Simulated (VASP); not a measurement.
GeAu: single point with PBEsol

Crystal: GeAu.

```
Au Ge
1.0
     3.28098    0.00000    0.00000
     0.00000    3.28098    0.00000
     0.00000    0.00000    3.28098
Au Ge
1 1
Cartesian
  0.0000 0.0000 0.0000
  1.6405 1.6405 1.6405
```

```json
{"Program": "VASP 6.6.1", "Task": "single point", "Functional": "PBEsol", "Potentials or basis": "VASP PAW PBE potentials, release 64 (Au, Ge_d)", "Cutoff": "520 eV", "k mesh": "10 × 10 × 10", "Occupations": "gaussian, width 0.05 eV", "Spin": "no spin polarisation", "Dipole correction": "no", "Further INCAR settings": "ALGO = Normal; EDIFF = 1e-06; NBANDS = 20"}
```

```
Pressure : 1.4 GPa
```

Levels at points of the mesh, in eV from the Fermi level:
```
           k point  band 9  band 10  band 11  band 12  band 13  band 14  band 15  band 16
(0.00, 0.00, 0.00)   -4.01    -4.01    -4.01     1.45     1.45     1.45     2.68     8.73
(0.50, 0.00, 0.00)   -5.02    -5.02    -3.95    -2.91     5.38     5.38     6.69     7.33
(0.50, 0.50, 0.00)   -4.58    -3.95    -3.95    -3.30    -1.98    -0.70     4.51    10.19
(0.50, 0.50, 0.50)   -5.69    -3.26    -3.26     1.87     1.87     1.87     2.21     2.36
```

Run time: 13 s on 1 thread of AMD EPYC 9R45 96-Core Processor (Zen 5), with other jobs on the host, peak memory 0.13 GiB.

Caveat: the PAW data sets were made with another functional, which shifts forces and pressure a little; spin-orbit coupling is left out, which moves the levels of the heavy elements.
